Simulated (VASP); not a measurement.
Wanted: the native input for a VASP 6.6.1 run.

- Task: single point
- Functional: LDA
- Potentials or basis: VASP PAW LDA potentials, release 64 (Ta_sv_GW)
- Cutoff: 500 eV
- k mesh: 8 × 8 × 8
- Occupations: gaussian, width 0.1 eV
- Spin: no spin polarisation
- Dipole correction: no
- Further INCAR settings: ALGO = Normal; EDIFF = 1e-06; NBANDS = 12

The structure of Ta lies in POSCAR:

```
Ta
1.0
   -1.6234849722      1.6234849722      1.6234849722
    1.6234849722     -1.6234849722      1.6234849722
    1.6234849722      1.6234849722     -1.6234849722
Ta
1
Direct
    0.0000000000      0.0000000000      0.0000000000
```

These files were run (other wordings do the same):

INCAR

```
SYSTEM = Ta
PREC = Accurate ; ENCUT = 500
EDIFF = 1E-6 ; ISMEAR = 0
SIGMA = 0.1 ; LREAL = .FALSE.
LASPH = .TRUE. ; NELM = 120
ALGO = Normal ; ISIF = 2
LWAVE = .FALSE. ; LCHARG = .TRUE.
GGA = CA ; LELF = .TRUE.
LVHAR = .TRUE. ; NBANDS = 12
GGA_COMPAT = .FALSE.
```

KPOINTS

```
regular mesh
0
G
  8 8 8
  0 0 0
```

Potentials or basis: VASP PAW LDA potentials, release 64 (Ta_sv_GW).

Run with:

```sh
$ cat potpaw_LDA.64/Ta_sv_GW/POTCAR > POTCAR
$ mpirun -np 1 vasp_std > vasp.out
```

It gave:

| Property | Result |
| --- | --- |
| Pressure | -0.5 GPa |
| Band gap on the k mesh | zero (an odd number of electrons rules out a gap without spin polarisation) |

Caveat: spin-orbit coupling is left out, which moves the levels of the heavy elements.

It took 4.2 s on 1 thread of AMD EPYC 9R45 (Zen 5), with other jobs on the host, peak memory 0.1 GiB.
